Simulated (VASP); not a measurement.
# LiCl (P6_3/mmc) in VASP: a series of runs

Aim: see how the results for LiCl move with the level of theory and the settings. Levels: PBE, r2SCAN. Tasks: single point.

All numbers are computed with VASP 6.6.1; they aren't measurements. Logs are shortened: lines on timing, memory, paths and dates and some standing lists are left out, and cuts for length are marked.

**1. The cell of the first run**

The structure is hexagonal, space group P6_3/mmc (No. 194). The conventional cell has a = 4.099 Å, b = 4.099 Å, c = 5.305 Å, α = 90.00°, β = 90.00°, γ = 120.00°. Li (site symmetry -6m2) has 5 Cl at 2.37 to 2.65 Å within 3.1 Å. Cl (site symmetry -6m2) has 5 Li at 2.37 to 2.65 Å within 3.1 Å.

**2. Single point, PBE (epitaxial xy strain -1.5%)**

Contents of INCAR:

```
SYSTEM = LiCl
PREC = Accurate
ENCUT = 520
EDIFF = 1E-6
ISMEAR = -1
SIGMA = 0.02
LREAL = .FALSE.
LASPH = .TRUE.
NELM = 80
ALGO = Normal
ISIF = 2
LWAVE = .FALSE.
LCHARG = .FALSE.
GGA = PE
NBANDS = 18
```

Contents of KPOINTS:

```
regular mesh
0
G
  12 12 6
  0 0 0
```

Contents of POSCAR:

```
LiCl
1.0
    4.0990293417      0.0000000000      0.0000000000
   -2.0495146709      3.5498635407      0.0000000000
    0.0000000000      0.0000000000      5.3049493222
Li Cl
2 2
Direct
    0.3333333333      0.6666666667      0.2500000000
    0.6666666667      0.3333333333      0.7500000000
    0.6666666667      0.3333333333      0.2500000000
    0.3333333333      0.6666666667      0.7500000000
```

Potentials or basis: VASP PAW PBE potentials, release 64 (Li_sv, Cl).

Started as:

```sh
> cat potpaw_PBE.64/Li_sv/POTCAR potpaw_PBE.64/Cl/POTCAR > POTCAR
> mpirun -np 1 vasp_std > vasp.out
```

OUTCAR:

```text
SYSTEM = LiCl
   PREC = Accurate
   ENCUT = 520
   EDIFF = 1E-6
   ISMEAR = -1
   LREAL = .FALSE.
   LASPH = .TRUE.
   NELM = 80
   ISIF = 2
   GGA = PE

 ion  position               nearest neighbor table
   1  0.333  0.667  0.250-   3 2.37   3 2.37   3 2.37
   2  0.667  0.333  0.750-   4 2.37   4 2.37   4 2.37
   3  0.667  0.333  0.250-   1 2.37   1 2.37   1 2.37
   4  0.333  0.667  0.750-   2 2.37   2 2.37   2 2.37

  LATTYP: Found a hexagonal cell.
 ALAT       =     4.0990293417
 C/A-ratio  =     1.2941964743

  Lattice vectors:

 A1 = (   4.0990293417,   0.0000000000,   0.0000000000)
 A2 = (  -2.0495146709,   3.5498635407,   0.0000000000)
 A3 = (   0.0000000000,   0.0000000000,   5.3049493222)

Analysis of symmetry for initial positions (statically):
=====================================================================
 Subroutine PRICEL returns:
 Original cell was already a primitive cell.

 Routine SETGRP: Setting up the symmetry group for a
 hexagonal supercell.

 Subroutine GETGRP returns: Found 24 space group operations
 (whereof 12 operations were pure point group operations)
 out of a pool of 24 trial point group operations.

The static configuration has the point symmetry D_3d.
 The point group associated with its full space group is D_6h.

Analysis of symmetry for dynamics (positions and initial velocities):
=====================================================================
 Subroutine PRICEL returns:
 Original cell was already a primitive cell.

 Routine SETGRP: Setting up the symmetry group for a
 hexagonal supercell.

 Subroutine GETGRP returns: Found 24 space group operations
 (whereof 12 operations were pure point group operations)
 out of a pool of 24 trial point group operations.

The dynamic configuration has the point symmetry D_3d.
 The point group associated with its full space group is D_6h.

 Subroutine INISYM returns: Found 24 space group operations
 (whereof 12 operations are pure point group operations),
 and found     1 'primitive' translations

----------------------------------------------------------------------------------------

                                     Primitive cell

  volume of cell :      77.1923

  direct lattice vectors                    reciprocal lattice vectors
     4.099029342  0.000000000  0.000000000     0.243960196  0.140850485  0.000000000
    -2.049514671  3.549863541  0.000000000     0.000000000  0.281700969  0.000000000
     0.000000000  0.000000000  5.304949322     0.000000000  0.000000000  0.188503215

  length of vectors
     4.099029342  4.099029342  5.304949322     0.281700969  0.281700969  0.188503215

  position of ions in fractional coordinates (direct lattice)
     0.333333333  0.666666667  0.250000000
     0.666666667  0.333333333  0.750000000
     0.666666667  0.333333333  0.250000000
     0.333333333  0.666666667  0.750000000

  ion indices of the primitive-cell ions
   primitive index   ion index
                 1           1
                 2           2
                 3           3
                 4           4

----------------------------------------------------------------------------------------

 KPOINTS: regular mesh

Automatic generation of k-mesh.
 Grid dimensions read from file:
 generate k-points for:   12   12    6

 Generating k-lattice:

  Cartesian coordinates                     Fractional coordinates (reciprocal lattice)
     0.020330016  0.011737540  0.000000000     0.083333333  0.000000000  0.000000000
     0.000000000  0.023475081  0.000000000     0.000000000  0.083333333  0.000000000
     0.000000000  0.000000000  0.031417202     0.000000000  0.000000000  0.166666667

  Length of vectors
     0.023475081  0.023475081  0.031417202

  Shift w.r.t. Gamma in fractional coordinates (k-lattice)
     0.000000000  0.000000000  0.000000000

 Subroutine IBZKPT returns following result:
 ===========================================

 Found     76 irreducible k-points:

 Following reciprocal coordinates:
            Coordinates               Weight
  0.000000  0.000000  0.000000      1.000000
  0.083333 -0.000000  0.000000      6.000000
  0.166667 -0.000000  0.000000      6.000000
  0.250000 -0.000000  0.000000      6.000000
  0.333333 -0.000000  0.000000      6.000000
  0.416667 -0.000000  0.000000      6.000000
[... 16 lines left out ...]
  0.250000 -0.000000  0.166667     12.000000
  0.333333 -0.000000  0.166667     12.000000
 [... further k-points ...]
   k-points           NKPTS =     76   k-points in BZ     NKDIM =     76   number of bands    NBANDS=     18
   number of dos      NEDOS =    301   number of ions     NIONS =      4
   total plane-waves  NPLWV =  36000
   dimension x,y,z NGX =    30 NGY =   30 NGZ =   40
   dimension x,y,z NGXF=    60 NGYF=   60 NGZF=   80
   ions per type =               2   2
   NGX,Y,Z   is equivalent  to a cutoff of  12.17, 12.17, 12.54 a.u.
   NGXF,Y,Z  is equivalent  to a cutoff of  24.33, 24.33, 25.07 a.u.
 SYSTEM =  LiCl
   PREC   = accura    normal or accurate (medium, high low for compatibility)
   ISTART =      0    job   : 0-new  1-cont  2-samecut
   ICHARG =      2    charge: 1-file 2-atom 10-const
   ISPIN  =      1    spin polarized calculation?
   LNONCOLLINEAR =      F non collinear calculations
   LSORBIT =      F    spin-orbit coupling
   LASPH  =      T    aspherical Exc in radial PAW
   ENCUT  =  520.0 eV  38.22 Ry    6.18 a.u.   7.62  7.62  9.86*2*pi/ulx,y,z
   NELM   =     80;   NELMIN=  2; NELMDL= -5     # of ELM steps
   EDIFF  = 0.1E-05   stopping-criterion for ELM
   LREAL  =      F    real-space projection
   EDIFFG = 0.1E-04   stopping-criterion for IOM
   NSW    =      0    number of steps for IOM
   IBRION =     -1    ionic relax: 0-MD 1-quasi-New 2-CG
   NFREE  =      0    steps in history (QN), initial steepest desc. (CG)
   ISIF   =      2    stress and relaxation
   ISYM   =      2    0-nonsym 1-usesym 2-fastsym
   POTIM  = 0.5000    time-step for ionic-motion
   TEBEG  =    0.0;   TEEND  =   0.0 temperature during run
   PSTRESS=    0.0 pullay stress
   NELECT =      20.0000    total number of electrons
   NUPDOWN=      -1.0000    fix difference up-down
   EMIN   =  10.00;   EMAX   =-10.00  energy-range for DOS
   EFERMI =   0.00;   METHOD = LEGACY
   ISMEAR =    -1;   SIGMA  =   0.02  broadening in eV -4-tet -1-fermi 0-gaus
   EFERMI_NEDOS =   21; number of points for ismear=-14 and -15
   IALGO  =     38    algorithm
   IMIX   =      4    mixing-type and parameters
     AMIX     =   0.40;   BMIX     =  1.00
     AMIX_MAG =   1.60;   BMIX_MAG =  1.00
  volume/ion in A,a.u.               =      19.30       130.23
  Fermi-wavevector in a.u.,A,eV,Ry     =   1.043663  1.972237 14.819901  1.089232
  Thomas-Fermi vector in A             =   2.178382
   LORBIT       =      0    0 simple, 1 ext, 2 COOP (PROOUT), +10 PAW based schemes
   GGA     = PE    functional components
   LHFCALC =     F    Hartree Fock is set to
   AEXX    =    0.0000 exact exchange contribution
   IVDW    =     0    specifies the selected vdW correction
   LEPSILON=     F    determine dielectric tensor
   LRPA    =     F    only Hartree local field effects (RPA)
 non-spin polarized calculation
  energy-cutoff  :      520.00
  volume of cell :       77.19
 maximum number of plane-waves:      2125
   NGX = 15   NGY = 15   NGZ = 19

 number of electron      19.9999988 magnetization

 Free energy of the ion-electron system (eV)
  ---------------------------------------------------
  ext. energy  EPLUGINS =         0.00000000
  ---------------------------------------------------
  free energy    TOTEN  =       -14.77448107 eV

  energy without entropy =      -14.77448107  energy(sigma->0) =      -14.77448107

 E-fermi :   0.1945     XC(G=0):  -7.9713

 val. band max:       -0.2019848762   @ k =   0.0000   0.0000   0.0000
 cond. band min:       5.4792423994   @ k =   0.0000   0.0000   0.0000
 fundamental gap:      5.6812272755
 Fermi energy:         0.1945173533

 k-point     1 :       0.0000    0.0000    0.0000
  band No.  band energies     occupation
      1     -43.7178      2.00000
      2     -43.7141      2.00000
      3     -13.6326      2.00000
      4     -12.9105      2.00000
      5      -3.0872      2.00000
      6      -1.6061      2.00000
[... 10 lines left out ...]
     17      11.3287      0.00000
     18      11.7188      0.00000

 k-point     2 :       0.0833   -0.0000    0.0000
  band No.  band energies     occupation
      1     -43.7177      2.00000
      2     -43.7141      2.00000
      3     -13.6171      2.00000
      4     -12.9162      2.00000
      5      -3.0448      2.00000
      6      -1.6683      2.00000
[... 10 lines left out ...]
     17      11.0610      0.00000
     18      11.5130      0.00000

 k-point     3 :       0.1667   -0.0000    0.0000
  band No.  band energies     occupation
      1     -43.7174      2.00000
      2     -43.7141      2.00000
      3     -13.5725      2.00000
      4     -12.9338      2.00000
      5      -2.9208      2.00000
      6      -1.8436      2.00000
[... 10 lines left out ...]
     17      10.4615      0.00000
     18      11.1567      0.00000

 k-point     4 :       0.2500   -0.0000    0.0000
  band No.  band energies     occupation
      1     -43.7170      2.00000
      2     -43.7142      2.00000
      3     -13.5047      2.00000
      4     -12.9643      2.00000
      5      -2.7255      2.00000
      6      -2.0909      2.00000
[... 10 lines left out ...]
     17      10.7671      0.00000
     18      11.0995      0.00000

 k-point     5 :       0.3333   -0.0000    0.0000
  band No.  band energies     occupation
      1     -43.7165      2.00000
      2     -43.7144      2.00000
      3     -13.4240      2.00000
      4     -13.0072      2.00000
      5      -2.4804      2.00000
      6      -2.3391      2.00000
[... 10 lines left out ...]
     17      10.8897      0.00000
     18      11.2372      0.00000

 k-point     6 :       0.4167   -0.0000    0.0000
  band No.  band energies     occupation
      1     -43.7161      2.00000
      2     -43.7146      2.00000
      3     -13.3479      2.00000
      4     -13.0554      2.00000
      5      -2.5175      2.00000
      6      -2.2333      2.00000
[... 10 lines left out ...]
     17      11.2458      0.00000
     18      12.0345      0.00000

 k-point     7 :       0.5000   -0.0000    0.0000
  band No.  band energies     occupation
      1     -43.7159      2.00000
      2     -43.7147      2.00000
      3     -13.3115      2.00000
      4     -13.0815      2.00000
      5      -2.5819      2.00000
      6      -2.1404      2.00000
[... 10 lines left out ...]
     17      11.2550      0.00000
     18      12.9265      0.00000

 k-point     8 :       0.0833    0.0833    0.0000
  band No.  band energies     occupation
      1     -43.7175      2.00000
      2     -43.7141      2.00000
      3     -13.5870      2.00000
      4     -12.9279      2.00000
      5      -2.9616      2.00000
      6      -1.7619      2.00000
[... 10 lines left out ...]
     17      10.5789      0.00000
     18      11.0471      0.00000
[... 229 lines left out ...]
     17      10.8527      0.00000
     18      10.8527      0.00000

 k-point    20 :       0.0000    0.0000    0.1667
  band No.  band energies     occupation
      1     -43.7175      2.00000
      2     -43.7143      2.00000
      3     -13.5912      2.00000
      4     -12.9674      2.00000
      5      -2.9094      2.00000
      6      -1.5591      2.00000
[... 10 lines left out ...]
     17      10.8018      0.00000
     18      11.4540      0.00000

 k-point    21 :       0.0833   -0.0000    0.1667
  band No.  band energies     occupation
      1     -43.7174      2.00000
      2     -43.7143      2.00000
      3     -13.5767      2.00000
      4     -12.9712      2.00000
      5      -2.8806      2.00000
      6      -1.6100      2.00000
[... 10 lines left out ...]
     17      10.8312      0.00000
     18      11.1522      0.00000

 k-point    22 :       0.1667   -0.0000    0.1667
  band No.  band energies     occupation
      1     -43.7172      2.00000
      2     -43.7144      2.00000
      3     -13.5353      2.00000
      4     -12.9833      2.00000
      5      -2.8025      2.00000
      6      -1.7516      2.00000
[... 10 lines left out ...]
     17      10.6155      0.00000
     18      11.0191      0.00000

 k-point    23 :       0.2500   -0.0000    0.1667
  band No.  band energies     occupation
      1     -43.7168      2.00000
      2     -43.7144      2.00000
      3     -13.4727      2.00000
      4     -13.0054      2.00000
      5      -2.7086      2.00000
      6      -1.9366      2.00000
[... 10 lines left out ...]
     17      10.7205      0.00000
     18      11.1799      0.00000

 k-point    24 :       0.3333   -0.0000    0.1667
  band No.  band energies     occupation
      1     -43.7164      2.00000
      2     -43.7145      2.00000
      3     -13.3989      2.00000
      4     -13.0383      2.00000
      5      -2.6728      2.00000
      6      -2.0577      2.00000
[... 10 lines left out ...]
     17      11.2959      0.00000
     18      11.4051      0.00000

 [... further k-points ...]

------------------------ aborting loop because EDIFF is reached ----------------------------------------

  FORCE on cell =-STRESS in cart. coord.  units (eV):
  Direction    XX          YY          ZZ          XY          YZ          ZX
  --------------------------------------------------------------------------------------
  -------------------------------------------------------------------------------------
  Total        0.6550635      0.6550635      0.2830230     -0.0000000     -0.0000000      0.0000000
  in kB       13.5962791     13.5962791      5.8743303     -0.0000000     -0.0000000      0.0000000
  external PRESSURE =      11.0222961 kB  Pullay stress =       0.0000000 kB

 VOLUME and BASIS-vectors are now :
 -----------------------------------------------------------------------------
  energy-cutoff  :      520.00
  volume of cell :       77.19
      direct lattice vectors                 reciprocal lattice vectors
     4.099029342  0.000000000  0.000000000     0.243960196  0.140850485  0.000000000
    -2.049514671  3.549863541  0.000000000     0.000000000  0.281700969  0.000000000
     0.000000000  0.000000000  5.304949322     0.000000000  0.000000000  0.188503215

 POSITION                                       TOTAL-FORCE (eV/Angst)
 -----------------------------------------------------------------------------------
     -0.00000      2.36658      1.32624         0.000000     -0.000000      0.000000
      2.04951      1.18329      3.97871        -0.000000      0.000000      0.000000
      2.04951      1.18329      1.32624        -0.000000      0.000000      0.000000
     -0.00000      2.36658      3.97871         0.000000      0.000000      0.000000
 -----------------------------------------------------------------------------------
    total drift:                                0.000000     -0.000000      0.000000

  FREE ENERGIE OF THE ION-ELECTRON SYSTEM (eV)
  ---------------------------------------------------
  free  energy   TOTEN  =       -14.7744810735 eV

  energy  without entropy=      -14.7744810735  energy(sigma->0) =      -14.77448107
```

Wall time 83 s (1 thread of Oxide Virtual Turin-like, shared host); peak memory 0.19 GiB.

Results:

* Free energy: -14.7745 eV
* Band gap on the k mesh: 5.68 eV

Caveat: the cell differs from its parent crystal (epitaxial xy strain -1.5%); the cutoff is under 1.25 times the usual one of these potentials, so pressure, stress and relaxed cells hold a basis-set (Pulay) error. A k mesh can miss the band edges.

**3. Single point, r2SCAN (epitaxial xy strain -1.5%)**

POSCAR is that of step 2.

Contents of INCAR.step1:

```
ALGO = Normal
EDIFF = 1E-4
ENCUT = 520
GGA = PE
ISMEAR = 0
LASPH = T
LCHARG = F
LREAL = F
LWAVE = T
NBANDS = 18
NELM = 100
PREC = Accurate
SIGMA = 0.01
```

Contents of INCAR.step2:

```
ALGO = Normal
EDIFF = 1E-6
ENCUT = 520
ISIF = 2
ISMEAR = 0
ISTART = 1
LASPH = T
LCHARG = F
LMIXTAU = T
LREAL = F
LWAVE = F
METAGGA = R2SCAN
NBANDS = 18
NELM = 100
PREC = Accurate
SIGMA = 0.01
```

Contents of KPOINTS:

```
k-points
0
Gamma
  12 12 6
```

Potentials or basis: VASP PAW PBE potentials, release 64 (Li_sv, Cl).

Started as:

```sh
> cat potpaw_PBE.64/Li_sv/POTCAR potpaw_PBE.64/Cl/POTCAR > POTCAR
> cp INCAR.step1 INCAR
> mpirun -np 1 vasp_std > vasp.out
> cp INCAR.step2 INCAR
> mpirun -np 1 vasp_std > vasp.out
```

Run time: 8.3 min. Hardware: 1 thread of Oxide Virtual Turin-like, shared host; peak memory 0.2 GiB.

It converged, with:

```yaml
Free_energy: -25.0965 eV
Band_gap_on_the_k_mesh: 6.38 eV
```

Levels at points of the mesh, in eV from the valence-band top:
| k point | band 7 | band 8 | band 9 | band 10 | band 11 | band 12 | band 13 | band 14 |
| --- | --- | --- | --- | --- | --- | --- | --- | --- |
| (0.00, 0.00, 0.00) | -1.44 | -0.70 | -0.70 | 0.00 | 6.38 | 8.88 | 9.55 | 9.55 |
| (0.50, 0.00, 0.00) | -1.94 | -1.56 | -1.02 | -0.79 | 7.90 | 9.30 | 9.37 | 11.09 |
| (0.00, 0.00, 0.50) | -1.08 | -1.08 | -1.08 | -1.08 | 8.30 | 8.30 | 9.61 | 9.61 |
| (0.50, 0.00, 0.50) | -1.44 | -1.44 | -0.59 | -0.59 | 7.83 | 7.83 | 9.93 | 9.93 |

Caveat: the cell differs from its parent crystal (epitaxial xy strain -1.5%); the cutoff is under 1.25 times the usual one of these potentials, so pressure, stress and relaxed cells hold a basis-set (Pulay) error; the PAW data sets were made with another functional, which shifts forces and pressure a little. A k mesh can miss the band edges.
